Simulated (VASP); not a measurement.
# Cr (Im-3m) in VASP: further runs

Runs on Cr. Level: PBE. Tasks: electric field gradients, density of states.

Program: VASP 6.6.1. These are calculated values, not measurements. Logs are shortened: lines on timing, memory, paths and dates and some standing lists are left out, and cuts for length are marked.

### Step 1. The cell of the first run

The structure is cubic, space group Im-3m (No. 229). Conventional cell: a = 3.027 Å, b = 3.027 Å, c = 3.027 Å, α = 90.00°, β = 90.00°, γ = 90.00°. Cr (site symmetry m-3m) has 14 Cr at 2.62 to 3.03 Å within 3.5 Å.

### Step 2. Electric field gradients, PBE, collinear spin, antiferromagnetic start (volume scaled by 1.06)

INCAR reads:

```
SYSTEM = Cr
PREC = Accurate
ENCUT = 520
EDIFF = 1E-8
ISMEAR = -1
SIGMA = 0.05
LREAL = .FALSE.
LASPH = .TRUE.
NELM = 150
ALGO = Normal
ISIF = 2
LWAVE = .FALSE.
LCHARG = .FALSE.
ISPIN = 2
MAGMOM = -3 3
LORBIT = 11
LMAXMIX = 4
GGA = PE
LEFG = .TRUE.
NBANDS = 23
```

KPOINTS reads:

```
regular mesh
0
G
  11 11 11
  0 0 0
```

POSCAR reads:

```
Cr
1.0
    3.0271278509      0.0000000000      0.0000000000
    0.0000000000      3.0271278509      0.0000000000
    0.0000000000      0.0000000000      3.0271278509
Cr
2
Direct
    0.0000000000      0.0000000000      0.0000000000
    0.5000000000      0.5000000000      0.5000000000
```

Potentials or basis: VASP PAW PBE potentials, release 64 (Cr_pv).

Run with:

```bash
$ cat potpaw_PBE.64/Cr_pv/POTCAR > POTCAR
$ mpirun -np 1 vasp_std > vasp.out
```

OUTCAR:

```text
SYSTEM = Cr
   PREC = Accurate
   ENCUT = 520
   EDIFF = 1E-8
   ISMEAR = -1
   LREAL = .FALSE.
   LASPH = .TRUE.
   NELM = 150
   ISIF = 2
   ISPIN = 2
   LORBIT = 11
   GGA = PE

 ion  position               nearest neighbor table
   1  0.000  0.000  0.000-   2 2.62   2 2.62   2 2.62   2 2.62   2 2.62   2 2.62   2 2.62   2 2.62

   2  0.500  0.500  0.500-   1 2.62   1 2.62   1 2.62   1 2.62   1 2.62   1 2.62   1 2.62   1 2.62

  LATTYP: Found a simple cubic cell.
 ALAT       =     3.0271278509

  Lattice vectors:

 A1 = (   3.0271278509,   0.0000000000,   0.0000000000)
 A2 = (   0.0000000000,   3.0271278509,   0.0000000000)
 A3 = (   0.0000000000,   0.0000000000,   3.0271278509)

Analysis of symmetry for initial positions (statically):
=====================================================================
 Subroutine PRICEL returns following result:

  LATTYP: Found a body centered cubic cell.
 ALAT       =     3.0271278509

  Lattice vectors:

 A1 = (   1.5135639254,   1.5135639254,  -1.5135639254)
 A2 = (  -1.5135639254,   1.5135639254,   1.5135639254)
 A3 = (   1.5135639254,  -1.5135639254,   1.5135639254)

   2 primitive cells build up your supercell.

 Routine SETGRP: Setting up the symmetry group for a
 simple cubic supercell.

 Subroutine GETGRP returns: Found 48 space group operations
 (whereof 48 operations were pure point group operations)
 out of a pool of 48 trial point group operations.

The static configuration has the point symmetry O_h .

Analysis of symmetry for dynamics (positions and initial velocities):
=====================================================================
 Subroutine PRICEL returns following result:

  LATTYP: Found a body centered cubic cell.
 ALAT       =     3.0271278509

  Lattice vectors:

 A1 = (   1.5135639254,   1.5135639254,  -1.5135639254)
 A2 = (  -1.5135639254,   1.5135639254,   1.5135639254)
 A3 = (   1.5135639254,  -1.5135639254,   1.5135639254)

   2 primitive cells build up your supercell.

 Routine SETGRP: Setting up the symmetry group for a
 simple cubic supercell.

 Subroutine GETGRP returns: Found 48 space group operations
 (whereof 48 operations were pure point group operations)
 out of a pool of 48 trial point group operations.

The dynamic configuration has the point symmetry O_h .

Analysis of structural, dynamic, and magnetic symmetry:
=====================================================================
 Subroutine PRICEL returns following result:

  LATTYP: Found a body centered cubic cell.
 ALAT       =     3.0271278509

  Lattice vectors:

 A1 = (   1.5135639254,   1.5135639254,  -1.5135639254)
 A2 = (  -1.5135639254,   1.5135639254,   1.5135639254)
 A3 = (   1.5135639254,  -1.5135639254,   1.5135639254)

   2 primitive cells build up your supercell.

 Routine SETGRP: Setting up the symmetry group for a
 simple cubic supercell.

 Subroutine GETGRP returns: Found 48 space group operations
 (whereof 48 operations were pure point group operations)
 out of a pool of 48 trial point group operations.

The overall configuration has the point symmetry O_h .

 Subroutine INISYM returns: Found 48 space group operations
 (whereof 48 operations are pure point group operations),
 and found     2 'primitive' translations

----------------------------------------------------------------------------------------

                                     Primitive cell

  volume of cell :      13.8695

  direct lattice vectors                    reciprocal lattice vectors
     1.513563925  1.513563925 -1.513563925     0.330346140  0.330346140  0.000000000
    -1.513563925  1.513563925  1.513563925     0.000000000  0.330346140  0.330346140
     1.513563925 -1.513563925  1.513563925     0.330346140  0.000000000  0.330346140

  length of vectors
     2.621569619  2.621569619  2.621569619     0.467179991  0.467179991  0.467179991

  position of ions in fractional coordinates (direct lattice)
     0.000000000  0.000000000  0.000000000

  ion indices of the primitive-cell ions
   primitive index   ion index
                 1           1

----------------------------------------------------------------------------------------

 KPOINTS: regular mesh

Automatic generation of k-mesh.
 Grid dimensions read from file:
 generate k-points for:   11   11   11

 Generating k-lattice:

  Cartesian coordinates                     Fractional coordinates (reciprocal lattice)
     0.030031467  0.000000000  0.000000000     0.090909091  0.000000000  0.000000000
     0.000000000  0.030031467  0.000000000     0.000000000  0.090909091  0.000000000
     0.000000000  0.000000000  0.030031467     0.000000000  0.000000000  0.090909091

  Length of vectors
     0.030031467  0.030031467  0.030031467

  Shift w.r.t. Gamma in fractional coordinates (k-lattice)
     0.000000000  0.000000000  0.000000000

 Subroutine IBZKPT returns following result:
 ===========================================

 Found     56 irreducible k-points:

 Following reciprocal coordinates:
            Coordinates               Weight
  0.000000  0.000000  0.000000      1.000000
  0.090909  0.000000  0.000000      6.000000
  0.181818  0.000000  0.000000      6.000000
  0.272727  0.000000  0.000000      6.000000
  0.363636  0.000000  0.000000      6.000000
  0.454545  0.000000  0.000000      6.000000
[... 16 lines left out ...]
  0.181818  0.090909  0.090909     24.000000
  0.272727  0.090909  0.090909     24.000000
 [... further k-points ...]
   k-points           NKPTS =     56   k-points in BZ     NKDIM =     56   number of bands    NBANDS=     23
   number of dos      NEDOS =    301   number of ions     NIONS =      2
   total plane-waves  NPLWV =  13824
   dimension x,y,z NGX =    24 NGY =   24 NGZ =   24
   dimension x,y,z NGXF=    48 NGYF=   48 NGZF=   48
   ions per type =               2
   NGX,Y,Z   is equivalent  to a cutoff of  13.18, 13.18, 13.18 a.u.
   NGXF,Y,Z  is equivalent  to a cutoff of  26.36, 26.36, 26.36 a.u.
 SYSTEM =  Cr
   PREC   = accura    normal or accurate (medium, high low for compatibility)
   ISTART =      0    job   : 0-new  1-cont  2-samecut
   ICHARG =      2    charge: 1-file 2-atom 10-const
   ISPIN  =      2    spin polarized calculation?
   LNONCOLLINEAR =      F non collinear calculations
   LSORBIT =      F    spin-orbit coupling
   LASPH  =      T    aspherical Exc in radial PAW
   ENCUT  =  520.0 eV  38.22 Ry    6.18 a.u.   5.63  5.63  5.63*2*pi/ulx,y,z
   NELM   =    150;   NELMIN=  2; NELMDL= -5     # of ELM steps
   EDIFF  = 0.1E-07   stopping-criterion for ELM
   LREAL  =      F    real-space projection
   EDIFFG = 0.1E-06   stopping-criterion for IOM
   NSW    =      0    number of steps for IOM
   IBRION =     -1    ionic relax: 0-MD 1-quasi-New 2-CG
   NFREE  =      0    steps in history (QN), initial steepest desc. (CG)
   ISIF   =      2    stress and relaxation
   ISYM   =      2    0-nonsym 1-usesym 2-fastsym
   POTIM  = 0.5000    time-step for ionic-motion
   TEBEG  =    0.0;   TEEND  =   0.0 temperature during run
   PSTRESS=    0.0 pullay stress
   NELECT =      24.0000    total number of electrons
   NUPDOWN=      -1.0000    fix difference up-down
   EMIN   =  10.00;   EMAX   =-10.00  energy-range for DOS
   EFERMI =   0.00;   METHOD = LEGACY
   ISMEAR =    -1;   SIGMA  =   0.05  broadening in eV -4-tet -1-fermi 0-gaus
   EFERMI_NEDOS =   21; number of points for ismear=-14 and -15
   IALGO  =     38    algorithm
   IMIX   =      4    mixing-type and parameters
     AMIX     =   0.40;   BMIX     =  1.00
     AMIX_MAG =   1.60;   BMIX_MAG =  1.00
  volume/ion in A,a.u.               =      13.87        93.60
  Fermi-wavevector in a.u.,A,eV,Ry     =   1.559964  2.947904 33.109595  2.433487
  Thomas-Fermi vector in A             =   2.663245
   LORBIT       =     11    0 simple, 1 ext, 2 COOP (PROOUT), +10 PAW based schemes
   GGA     = PE    functional components
   LHFCALC =     F    Hartree Fock is set to
   AEXX    =    0.0000 exact exchange contribution
   IVDW    =     0    specifies the selected vdW correction
   LEPSILON=     F    determine dielectric tensor
   LRPA    =     F    only Hartree local field effects (RPA)
 spin polarized calculation
  energy-cutoff  :      520.00
  volume of cell :       27.74
 maximum number of plane-waves:       759
 NGX is ok and might be reduce to    24
   NGX = 11   NGY = 11   NGZ = 11

 number of electron      23.9999985 magnetization      -0.0000000

 number of electron      23.9999985 magnetization       0.0000000

 Free energy of the ion-electron system (eV)
  ---------------------------------------------------
  ext. energy  EPLUGINS =         0.00000000
  ---------------------------------------------------
  free energy    TOTEN  =       -18.79033521 eV

  energy without entropy =      -18.78654482  energy(sigma->0) =      -18.78844002

 E-fermi :   8.7386     XC(G=0): -12.5783

 val. band max:        8.7382021812   @ k =   0.3636   0.0000   0.0000
 cond. band min:       8.8124671144   @ k =   0.4545   0.4545   0.0909
 fundamental gap:      0.0742649331
 Fermi energy:         8.7386330131

 spin component 1

 k-point     1 :       0.0000    0.0000    0.0000
  band No.  band energies     occupation
      1     -35.2177      1.00000
      2     -35.2177      1.00000
      3     -35.2177      1.00000
      4     -33.0323      1.00000
      5     -33.0323      1.00000
      6     -33.0323      1.00000
[... 15 lines left out ...]
     22      17.7258      0.00000
     23      23.8094      0.00000
[... 575 lines left out ...]
      1     -35.2585      1.00000
      2     -35.2123      1.00000
      3     -35.2116      1.00000
      4     -33.0923      1.00000
      5     -33.0435      1.00000
      6     -33.0426      1.00000
[... 15 lines left out ...]
     22      19.6061      0.00000
     23      25.1154      0.00000

 [... further k-points ...]

 spin component 2

 k-point     1 :       0.0000    0.0000    0.0000
  band No.  band energies     occupation
      1     -35.2177      1.00000
      2     -35.2177      1.00000
      3     -35.2177      1.00000
      4     -33.0323      1.00000
      5     -33.0323      1.00000
      6     -33.0323      1.00000
[... 15 lines left out ...]
     22      17.7258      0.00000
     23      23.8094      0.00000
[... 575 lines left out ...]
      1     -35.2585      1.00000
      2     -35.2123      1.00000
      3     -35.2116      1.00000
      4     -33.0923      1.00000
      5     -33.0435      1.00000
      6     -33.0426      1.00000
[... 15 lines left out ...]
     22      19.6061      0.00000
     23      25.1154      0.00000

 [... further k-points ...]
[... 5 lines left out ...]
  --------------------------------------------------------------------------------------
  -------------------------------------------------------------------------------------
  Total       -2.9090992     -2.9090992     -2.9090992      0.0000000      0.0000000     -0.0000000
  in kB     -168.0261270   -168.0261270   -168.0261270      0.0000000      0.0000000     -0.0000000
  external PRESSURE =    -168.0261270 kB  Pullay stress =       0.0000000 kB

 VOLUME and BASIS-vectors are now :
 -----------------------------------------------------------------------------
  energy-cutoff  :      520.00
  volume of cell :       27.74
      direct lattice vectors                 reciprocal lattice vectors
     3.027127851  0.000000000  0.000000000     0.330346140  0.000000000  0.000000000
     0.000000000  3.027127851  0.000000000     0.000000000  0.330346140  0.000000000
     0.000000000  0.000000000  3.027127851     0.000000000  0.000000000  0.330346140

 POSITION                                       TOTAL-FORCE (eV/Angst)
 -----------------------------------------------------------------------------------
      0.00000      0.00000      0.00000        -0.000000     -0.000000     -0.000000
      1.51356      1.51356      1.51356         0.000000      0.000000      0.000000
 -----------------------------------------------------------------------------------
    total drift:                                0.000000      0.000000     -0.000000

  FREE ENERGIE OF THE ION-ELECTRON SYSTEM (eV)
  ---------------------------------------------------
  free  energy   TOTEN  =       -18.7903352142 eV

  energy  without entropy=      -18.7865448187  energy(sigma->0) =      -18.78844002

 Electric field gradients (V/A^2)
---------------------------------------------------------------------
 ion       V_xx      V_yy      V_zz      V_xy      V_xz      V_yz
---------------------------------------------------------------------
   1      -0.000    -0.000    -0.000    -0.000     0.000    -0.000
   2      -0.000    -0.000    -0.000    -0.000    -0.000     0.000
---------------------------------------------------------------------

 Electric field gradients after diagonalization (V/A^2)
 (convention: |V_zz| > |V_xx| > |V_yy|)
----------------------------------------------------------------------
 ion       V_xx      V_yy      V_zz     asymmetry (V_yy - V_xx)/ V_zz
----------------------------------------------------------------------
   1      -0.000    -0.000    -0.000      -0.313
   2      -0.000    -0.000    -0.000      -0.024
----------------------------------------------------------------------

           NMR quadrupolar parameters

 Cq : quadrupolar parameter    Cq=e*Q*V_zz/h
 eta: asymmetry parameters     (V_yy - V_xx)/ V_zz
 Q  : nuclear electric quadrupole moment in mb (millibarn)
----------------------------------------------------------------------
 ion       Cq(MHz)       eta       Q (mb)
----------------------------------------------------------------------
   1      -0.000      -0.313       1.000
   2      -0.000      -0.024       1.000
----------------------------------------------------------------------

 total charge

# of ion       s       p       d       tot
------------------------------------------
    1        0.377   6.300   4.057  10.733
    2        0.377   6.300   4.057  10.733
--------------------------------------------------
tot          0.754  12.600   8.113  21.467

 magnetization (x)

# of ion       s       p       d       tot
------------------------------------------
    1       -0.029  -0.021  -2.104  -2.153
    2        0.029   0.021   2.104   2.153
--------------------------------------------------
tot          0.000   0.000   0.000   0.000
```

It took 26 s on 1 thread of Intel Xeon Platinum 8481C at 2.70GHz (Sapphire Rapids), shared host; peak memory 0.18 GiB.

What came out:

```
Free energy                                           : -18.7903 eV
Pressure                                              : -16.8 GPa
Band gap on the k mesh                                : zero (filled and empty bands overlap)
Net moment                                            : 0.00 μB per cell
Site moments                                          : Cr -2.15, +2.15 μB
Valence electrons inside the program's atomic spheres : Cr 10.73
```

Levels at points of the mesh, in eV from the Fermi level:
Spin up:
| k point | band 10 | band 11 | band 12 | band 13 | band 14 | band 15 |
| --- | --- | --- | --- | --- | --- | --- |
| (0.00, 0.00, 0.00) | -0.94 | -0.94 | -0.94 | 1.20 | 1.20 | 2.47 |
Spin down:
```tsv
k point	band 9	band 10	band 11	band 12	band 13	band 14	band 15	band 16
(0.00, 0.00, 0.00)	-3.42	-0.94	-0.94	-0.94	1.20	1.20	2.47	2.47
```

Caveat: without QUAD_EFG the Cq values of the log hold for a quadrupole moment of 1 mb, not for the nuclei.

[end of part 1 of 2]
